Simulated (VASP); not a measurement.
Crystal: TiB2.

```
CELL_PARAMETERS angstrom
3.02920 0.00000 0.00000
-1.51460 2.62336 0.00000
0.00000 0.00000 3.22840
ATOMIC_POSITIONS crystal
Ti 0.00000 0.00000 0.00000
B 0.66667 0.33333 0.50000
B 0.33333 0.66667 0.50000
```

Program: VASP 6.6.1. Alike in all runs: task single point; no spin polarisation; cell as given.

Problem. Order these runs on this cell by their pressure, lowest first.
A. level r2SCAN-based global hybrid with 15 % exact exchange; potentials or basis VASP PAW PBE potentials, release 64 (Ti_sv, B); k mesh 6 × 6 × 5; cutoff (eV) 520; smearing fermi-dirac 0.05 eV; grid for exact exchange (PRECFOCK) Normal; share of exact exchange 0.15
B. level PBE; potentials or basis VASP PAW PBE potentials, release 64 (Ti_sv, B); k mesh 8 × 8 × 7; cutoff (eV) 500; smearing fermi-dirac 0.1 eV
C. level PBE0; potentials or basis VASP PAW PBE potentials, release 64 (Ti_sv, B); k mesh 5 × 5 × 4; cutoff (eV) 420; smearing gaussian 0.1 eV; grid for exact exchange (PRECFOCK) Normal; share of exact exchange 0.25
D. level LDA; potentials or basis VASP PAW LDA potentials, release 64 (Ti_sv, B); k mesh 8 × 8 × 7; cutoff (eV) 500; smearing gaussian 0.05 eV

Solution. D (-10.8 GPa), C (-5.5 GPa), A (-3.2 GPa), B (0.4 GPa).

Caveats: some runs use coarse meshes; the PAW data sets were made with another functional, which shifts forces and pressure a little (at least some runs); the cell stands under tension (at least some runs).
